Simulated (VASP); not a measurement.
A run of VASP 6.6.1 is set up as follows.

INCAR

```
ALGO = Normal
EDIFF = 1E-6
ENCUT = 600
GGA_COMPAT = F
ISIF = 2
ISMEAR = -1
LASPH = T
LCHARG = F
LREAL = F
LWAVE = F
NBANDS = 35
NELM = 120
PREC = Accurate
SIGMA = 0.02
```

Contents of KPOINTS:

```
k-points
0
Gamma
  6 6 8
```

POSCAR

```
ZnF2
1.0
    4.6308158508      0.0000000000      0.0000000000
    0.0000000000      4.6308158508      0.0000000000
    0.0000000000      0.0000000000      3.0879375881
Zn F
2 4
Direct
    0.0000000000      0.0000000000      0.0000000000
    0.5000000000      0.5000000000      0.5000000000
    0.3032956279      0.3032956279      0.0000000000
    0.1967043721      0.8032956279      0.5000000000
    0.8032956279      0.1967043721      0.5000000000
    0.6967043721      0.6967043721      0.0000000000
```

Potentials or basis: VASP PAW LDA potentials, release 64 (Zn, F).

Command:

```bash
$ cat potpaw_LDA.64/Zn/POTCAR potpaw_LDA.64/F/POTCAR > POTCAR
$ mpirun -np 1 vasp_std > vasp.out
```

Q: Estimate the largest force.

A: 0.014 eV/Å.

Q: What does it give for the pressure?

A: 0.6 GPa.

Q: Estimate the band gap on the k mesh.

A: 3.40 eV.

Forces in eV/Å, atoms in the order of the input:
```
Zn   0.000  0.000  0.000
Zn   0.000  0.000  0.000
F   -0.010 -0.010  0.000
F    0.010 -0.010  0.000
F   -0.010  0.010  0.000
F    0.010  0.010  0.000
```

Caveat: the structure was generated, so it needn't be the stable form of ZnF2. A k mesh can miss the band edges.
